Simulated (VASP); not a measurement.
A run of VASP 6.6.1:

File INCAR:

```
PREC = Accurate
ENCUT = 600
EDIFF = 1E-7
ISMEAR = 1
SIGMA = 0.05
LREAL = F
LASPH = T
NELM = 80
ALGO = Normal
ISIF = 3
LWAVE = F
LCHARG = F
GGA = PE
IBRION = 2
NSW = 60
EDIFFG = -0.01
```

The input KPOINTS:

```
Automatic mesh
0
Gamma
  8 8 5
```

Contents of POSCAR:

```
Zn
1.0
    2.7900000000      0.0000000000      0.0000000000
   -1.3950000000      2.4162108766      0.0000000000
    0.0000000000      0.0000000000      4.5560700000
Zn
2
Direct
    0.3333333333      0.6666666667      0.2500000000
    0.6666666667      0.3333333333      0.7500000000
```

Potentials or basis: VASP PAW PBE potentials, release 64 (Zn).

Run with:

```console
$ cat potpaw_PBE.64/Zn/POTCAR > POTCAR
$ mpirun -np 1 vasp_std > vasp.out
```

Hardware: 1 thread of Intel Xeon 6975P-C (shared host).

Problem. Estimate the wall time of this run.

Solution. Wall time 52 s on 1 thread of Intel Xeon 6975P-C, with other jobs on the host, peak memory 0.16 GiB. Counts: scf iterations 47, k points 30, ion steps 6.
